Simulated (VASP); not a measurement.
# FeCo (Pm-3m) in VASP: elastic constants with PBEsol

Aim: the elastic constants of FeCo with PBEsol.

All numbers are computed with VASP 6.6.1; they aren't measurements. Logs are shortened: lines on timing, memory, paths and dates and some standing lists are left out, and cuts for length are marked.

## Step 1: The cell of the first run

Symmetry: Pm-3m, No. 221, cubic system. Conventional cell: a = 2.800 Å, b = 2.800 Å, c = 2.800 Å, α = 90.00°, β = 90.00°, γ = 90.00°. Fe (site symmetry m-3m) has 8 Co at 2.43 Å and 6 Fe at 2.80 Å within 3.2 Å. Co (site symmetry m-3m) has 8 Fe at 2.43 Å and 6 Co at 2.80 Å within 3.2 Å.

## Step 2: Elastic constants, PBEsol, collinear spin, ferromagnetic start

The input, INCAR:

```
SYSTEM = FeCo
ALGO = Normal
EDIFF = 1E-8
ENCUT = 600
GGA = PS
GGA_COMPAT = .False.
IBRION = 6
ISIF = 3
ISMEAR = -1
ISPIN = 2
KPAR = 4
LASPH = .True.
LCHARG = .True.
LMAXMIX = 4
LORBIT = 11
LREAL = .False.
LWAVE = .False.
MAGMOM = 2.7 1.8
NBANDS = 20
NELM = 200
NFREE = 2
NSW = 1
POTIM = 0.015
PREC = Accurate
SIGMA = 0.05
```

The input, KPOINTS:

```
k-points
0
Gamma
  16 16 16
  0 0 0
```

The input, POSCAR:

```
FeCo
1.0
    2.8003819847      0.0000000000      0.0000000000
    0.0000000000      2.8003819847      0.0000000000
    0.0000000000      0.0000000000      2.8003819847
Fe Co
1 1
Direct
    0.5000000000      0.5000000000      0.5000000000
    0.0000000000      0.0000000000      0.0000000000
```

Potentials or basis: VASP PAW PBE potentials, release 64 (Fe, Co).

Command:

```bash
cat potpaw_PBE.64/Fe/POTCAR potpaw_PBE.64/Co/POTCAR > POTCAR
mpirun -np 4 vasp_std > vasp.out
```

OUTCAR:

```text
SYSTEM = FeCo
   EDIFF = 1E-8
   ENCUT = 600
   GGA = PS
   IBRION = 6
   ISIF = 3
   ISMEAR = -1
   ISPIN = 2
   LASPH = .True.
   LORBIT = 11
   LREAL = .False.
   NELM = 200
   NFREE = 2
   NSW = 1
   POTIM = 0.015
   PREC = Accurate

 ion  position               nearest neighbor table
   1  0.500  0.500  0.500-   2 2.43   2 2.43   2 2.43   2 2.43   2 2.43   2 2.43   2 2.43   2 2.43

   2  0.000  0.000  0.000-   1 2.43   1 2.43   1 2.43   1 2.43   1 2.43   1 2.43   1 2.43   1 2.43

  LATTYP: Found a simple cubic cell.
 ALAT       =     2.8003819847

  Lattice vectors:

 A1 = (   2.8003819847,   0.0000000000,   0.0000000000)
 A2 = (   0.0000000000,   2.8003819847,   0.0000000000)
 A3 = (   0.0000000000,   0.0000000000,   2.8003819847)

Analysis of symmetry for initial positions (statically):
=====================================================================
 Subroutine PRICEL returns:
 Original cell was already a primitive cell.

 Routine SETGRP: Setting up the symmetry group for a
 simple cubic supercell.

 Subroutine GETGRP returns: Found 48 space group operations
 (whereof 48 operations were pure point group operations)
 out of a pool of 48 trial point group operations.

The static configuration has the point symmetry O_h .

Analysis of symmetry for dynamics (positions and initial velocities):
=====================================================================
 Subroutine PRICEL returns:
 Original cell was already a primitive cell.

 Routine SETGRP: Setting up the symmetry group for a
 simple cubic supercell.

 Subroutine GETGRP returns: Found 48 space group operations
 (whereof 48 operations were pure point group operations)
 out of a pool of 48 trial point group operations.

The dynamic configuration has the point symmetry O_h .

Analysis of structural, dynamic, and magnetic symmetry:
=====================================================================
 Subroutine PRICEL returns:
 Original cell was already a primitive cell.

 Routine SETGRP: Setting up the symmetry group for a
 simple cubic supercell.

 Subroutine GETGRP returns: Found 48 space group operations
 (whereof 48 operations were pure point group operations)
 out of a pool of 48 trial point group operations.

The overall configuration has the point symmetry O_h .

 Subroutine INISYM returns: Found 48 space group operations
 (whereof 48 operations are pure point group operations),
 and found     1 'primitive' translations

----------------------------------------------------------------------------------------

                                     Primitive cell

  volume of cell :      21.9610

  direct lattice vectors                    reciprocal lattice vectors
     2.800381985  0.000000000  0.000000000     0.357094141  0.000000000  0.000000000
     0.000000000  2.800381985  0.000000000     0.000000000  0.357094141  0.000000000
     0.000000000  0.000000000  2.800381985     0.000000000  0.000000000  0.357094141

  length of vectors
     2.800381985  2.800381985  2.800381985     0.357094141  0.357094141  0.357094141

  position of ions in fractional coordinates (direct lattice)
     0.500000000  0.500000000  0.500000000
     0.000000000  0.000000000  0.000000000

  ion indices of the primitive-cell ions
   primitive index   ion index
                 1           1
                 2           2

----------------------------------------------------------------------------------------

 KPOINTS: k-points

Automatic generation of k-mesh.
 Grid dimensions read from file:
 generate k-points for:   16   16   16

 Generating k-lattice:

  Cartesian coordinates                     Fractional coordinates (reciprocal lattice)
[... 115 lines left out ...]
  --------------------------------------------------------------------------------------
  -------------------------------------------------------------------------------------
  Total       -0.0835742     -0.0835742     -0.0835742     -0.0000000      0.0000000     -0.0000000
  in kB       -6.0972108     -6.0972108     -6.0972108     -0.0000000      0.0000000     -0.0000000
  external PRESSURE =      -6.0972108 kB  Pullay stress =       0.0000000 kB
[... 89 lines left out ...]
  FREE ENERGIE OF THE ION-ELECTRON SYSTEM (eV)
  ---------------------------------------------------
  free  energy   TOTEN  =       -16.7122527865 eV

  energy  without entropy=      -16.6992476036  energy(sigma->0) =      -16.70575020

[... ionic steps 4 to 14 ...]

--------------------------------------- Ionic step       15  -------------------------------------------

 number of electron      17.0000003 magnetization       4.4358291

------------------------ aborting loop because EDIFF is reached ----------------------------------------
[... 67 lines left out ...]
--------------------------------------- Ionic step       17  -------------------------------------------

 number of electron      17.0000004 magnetization       4.4358251

 Free energy of the ion-electron system (eV)
  ---------------------------------------------------
  ext. energy  EPLUGINS =         0.00000000
  ---------------------------------------------------
  free energy    TOTEN  =       -16.71498782 eV

  energy without entropy =      -16.70199420  energy(sigma->0) =      -16.70849101

 E-fermi :   8.4775     XC(G=0): -13.4839

 val. band max:        8.4774864377   @ k =   0.0625   0.3125   0.1250
 cond. band min:       8.4798247272   @ k =   0.0625   0.4375   0.4375
 fundamental gap:      0.0023382894
 Fermi energy:         8.4775413524

 spin component 1

 k-point     1 :       0.0000    0.0000    0.0000
  band No.  band energies     occupation
      1      -0.8883      1.00000
      2       2.8576      1.00000
      3       2.8588      1.00000
      4       5.3247      1.00000
      5       5.3258      1.00000
      6       5.3258      1.00000
[... 541 lines left out ...]
     19      30.5106      0.00000
     20      30.8571      0.00000

 [... further k-points ...]

 spin component 2

 k-point     1 :       0.0000    0.0000    0.0000
  band No.  band energies     occupation
      1      -0.6378      1.00000
      2       4.6497      1.00000
      3       4.6508      1.00000
      4       7.2298      1.00000
      5       7.2311      1.00000
      6       7.2311      1.00000
[... 572 lines left out ...]
  FREE ENERGIE OF THE ION-ELECTRON SYSTEM (eV)
  ---------------------------------------------------
  free  energy   TOTEN  =       -16.7149878224 eV

  energy  without entropy=      -16.7019942028  energy(sigma->0) =      -16.70849101

 INTERNAL STRAIN TENSORS FROM STRAINED CELLS
 ============================================

 INTERNAL STRAIN TENSOR FOR ION    1 for displacements in x,y,z  (eV/Angst):
          X           Y           Z          XY          YZ          ZX
  --------------------------------------------------------------------------------
  x     0.00000     0.00000     0.00000     0.00000     0.00000     0.00000
  y     0.00000     0.00000     0.00000     0.00000     0.00000     0.00000
  z     0.00000     0.00000     0.00000     0.00000     0.00000     0.00000

 INTERNAL STRAIN TENSORS FROM DISPLACED ATOMS
 ============================================

 INTERNAL STRAIN TENSOR FOR ION    1 for displacements in x,y,z  (eV/Angst):
          X           Y           Z          XY          YZ          ZX
  --------------------------------------------------------------------------------
  x     0.00000     0.00000     0.00000     0.00000     0.00000     0.00000
  y     0.00000     0.00000     0.00000     0.00000     0.00000     0.00000
  z     0.00000     0.00000     0.00000     0.00000     0.00000     0.00000

 INTERNAL STRAIN TENSOR FOR ION    2 for displacements in x,y,z  (eV/Angst):
          X           Y           Z          XY          YZ          ZX
  --------------------------------------------------------------------------------
  x     0.00000     0.00000     0.00000     0.00000     0.00000     0.00000
  y     0.00000     0.00000     0.00000     0.00000     0.00000     0.00000
  z     0.00000     0.00000     0.00000     0.00000     0.00000     0.00000

 Eigenvectors and eigenvalues of the dynamical matrix
 ----------------------------------------------------

   1 f  =    7.441089 THz    46.753741 2PiTHz  248.208011 cm-1    30.773857 meV
             X         Y         Z           dx          dy          dz
      1.400191  1.400191  1.400191     0.716646   -0.000000   -0.000000
      0.000000  0.000000  0.000000    -0.697437    0.000000    0.000000
[... 21 lines left out ...]
   6 f/i=    0.001033 THz     0.006490 2PiTHz    0.034453 cm-1     0.004272 meV
             X         Y         Z           dx          dy          dz
      1.400191  1.400191  1.400191     0.697437    0.000000    0.000000
      0.000000  0.000000  0.000000     0.716646   -0.000000    0.000000

--------------------------------------------------------------------------------------------------------

 ELASTIC MODULI CONTR FROM IONIC RELAXATION (kBar)
 Direction    XX          YY          ZZ          XY          YZ          ZX
 --------------------------------------------------------------------------------
 XX           0.0000      0.0000      0.0000      0.0000      0.0000      0.0000
 YY           0.0000      0.0000      0.0000      0.0000      0.0000      0.0000
 ZZ           0.0000      0.0000      0.0000      0.0000      0.0000      0.0000
 XY           0.0000      0.0000      0.0000      0.0000      0.0000      0.0000
 YZ           0.0000      0.0000      0.0000      0.0000      0.0000      0.0000
 ZX           0.0000      0.0000      0.0000      0.0000      0.0000      0.0000
 --------------------------------------------------------------------------------

 TOTAL ELASTIC MODULI (kBar)
 Direction    XX          YY          ZZ          XY          YZ          ZX
 --------------------------------------------------------------------------------
 XX        2966.2922   1733.2602   1733.2602      0.0000      0.0000      0.0000
 YY        1733.2602   2966.2922   1733.2602     -0.0000     -0.0000     -0.0000
 ZZ        1733.2602   1733.2602   2966.2922     -0.0000     -0.0000      0.0000
 XY           0.0000     -0.0000     -0.0000   1421.0003      0.0000      0.0000
 YZ           0.0000     -0.0000     -0.0000      0.0000   1421.0003      0.0000
 ZX           0.0000     -0.0000      0.0000      0.0000      0.0000   1421.0003
 --------------------------------------------------------------------------------

 total charge

# of ion       s       p       d       tot
------------------------------------------
    1        0.493   0.570   6.194   7.257
    2        0.503   0.551   7.267   8.321
--------------------------------------------------
tot          0.996   1.121  13.461  15.578

 magnetization (x)

# of ion       s       p       d       tot
------------------------------------------
    1       -0.002  -0.040   2.736   2.693
    2       -0.010  -0.047   1.788   1.731
--------------------------------------------------
tot         -0.012  -0.087   4.524   4.425
```

Run time: 26 min. Hardware: 4 MPI ranks of Intel Xeon Platinum 8259CL at 2.50GHz (Skylake/Cascade Lake), shared host; peak memory 1.6 GiB.

Results:

- Net moment: 4.44 μB per cell
- Site moments: Fe +2.69; Co +1.73 μB
- Valence electrons inside the program's atomic spheres: Fe 7.26; Co 8.32
- Elastic constants C11, C12, C44: 297, 173, 142 GPa
- Voigt bulk modulus: 214 GPa
- Highest phonon frequency at Γ: 248 cm⁻¹

Phonon frequencies in cm⁻¹ (negative: imaginary):
```
              q point        frequencies
(0.000, 0.000, 0.000)  0 0 0 248 248 248
```

Elastic tensor in Voigt notation (GPa, in the Cartesian axes of the cell as first typed):
```
297 173 173   0   0   0
173 297 173   0   0   0
173 173 297   0   0   0
  0   0   0 142   0   0
  0   0   0   0 142   0
  0   0   0   0   0 142
```

Clamped-ion elastic tensor (GPa):
```
297 173 173   0   0   0
173 297 173   0   0   0
173 173 297   0   0   0
  0   0   0 142   0   0
  0   0   0   0 142   0
  0   0   0   0   0 142
```

Caveat: the PAW data sets were made with another functional, which shifts forces and pressure a little.
